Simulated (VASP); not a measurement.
Runs of VASP 6.6.1 on Sn2Se. The structure is that of space group P4/nmm (No. 129), or close to it. The cells are those of the table. 

| task | cell | k mesh | cutoff (eV) | gap on the mesh (eV) | pressure (GPa) | largest force (eV/Å) |
| --- | --- | --- | --- | --- | --- | --- |
| single point | a = 3.745, b = 3.745, c = 10.910 Å, 6 atoms | 4 × 4 × 2 | 520 | none | 4.1 | 0.99 |
| single point | a = 4.291, b = 4.291, c = 9.142 Å, 6 atoms | 4 × 4 × 2 | 520 | none | (a) | 0.02 |
| single point | a = 4.265, b = 4.265, c = 9.279 Å, 6 atoms | 10 × 10 × 4 | 520 | none | 0.0 | (b) |
| relaxation of cell and atoms | relaxed from a = 3.745, b = 3.745, c = 10.910 Å, 6 atoms | 4 × 4 × 2 | 600 | none | 0.0 | 0.03 |

Alike in all rows: level PBE; potentials or basis VASP PAW PBE potentials, release 64 (Sn_d, Se); no spin polarisation; smearing gaussian 0.1 eV.

Task: Estimate the missing entries.

Result: (a) -0.1; (b) 0.01.

Caveats: some runs use coarse meshes; spin-orbit coupling is left out, which moves the levels of the heavy elements; this functional lacks dispersion, which binds the layers, so the pressure and a relaxed spacing across them are unreliable (some runs).

A k mesh can miss the band edges, and the runs leave out spin-orbit coupling on Se, Sn.

A gap of «none» marks levels without a gap at the run's occupations.
